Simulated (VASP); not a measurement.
Wanted: the native input for a VASP 6.6.1 run.

```
Task                   : single point
Functional             : PBE
Potentials or basis    : VASP PAW PBE potentials, release 64 (Zr_sv)
Cutoff                 : 520 eV
k mesh                 : 8 × 8 × 5
Occupations            : fermi-dirac, width 0.05 eV
Spin                   : no spin polarisation
Dipole correction      : no
Further INCAR settings : ALGO = Normal; EDIFF = 1e-06; NBANDS = 19
```

The structure of Zr lies in POSCAR:

```
Zr
1.0
    3.2320000000      0.0000000000      0.0000000000
   -1.6160000000      2.7989941050      0.0000000000
    0.0000000000      0.0000000000      5.1984700000
Zr
2
Direct
    0.6666666667      0.3333333333      0.7500000000
    0.3333333333      0.6666666667      0.2500000000
```

The input as run:

INCAR

```
SYSTEM = Zr
PREC     = Accurate       ! precision mode
ENCUT    = 520            ! plane-wave cutoff, eV
EDIFF    = 1E-6           ! SCF threshold, eV
ISMEAR   = -1             ! smearing method
SIGMA    = 0.05           ! smearing width, eV
LREAL    = .False.        ! projectors in reciprocal space
LASPH    = .True.         ! aspherical terms in the spheres
NELM     = 80             ! most SCF steps
ALGO     = Normal         ! electronic algorithm
ISIF     = 2              ! what is computed and relaxed
LWAVE    = .False.        ! write WAVECAR
LCHARG   = .True.         ! write CHGCAR
GGA      = PE             ! functional
LELF     = .True.         ! ELF
LVHAR    = .True.       
NBANDS   = 19             ! bands
```

KPOINTS

```
regular mesh
0
Gamma
  8 8 5
  0 0 0
```

Potentials or basis: VASP PAW PBE potentials, release 64 (Zr_sv).

The run is started by

```console
$ cat potpaw_PBE.64/Zr_sv/POTCAR > POTCAR
$ mpirun -np 1 vasp_std > vasp.out
```

It gave:

```yaml
Pressure: -0.4 GPa
Band_gap_on_the_k_mesh: zero (bands 12 and 13 overlap by 1.12 eV)
```

It took 12 s on 1 thread of Intel(R) Xeon(R) Platinum 8488C (Sapphire Rapids), on a shared host, peak memory 0.16 GiB.
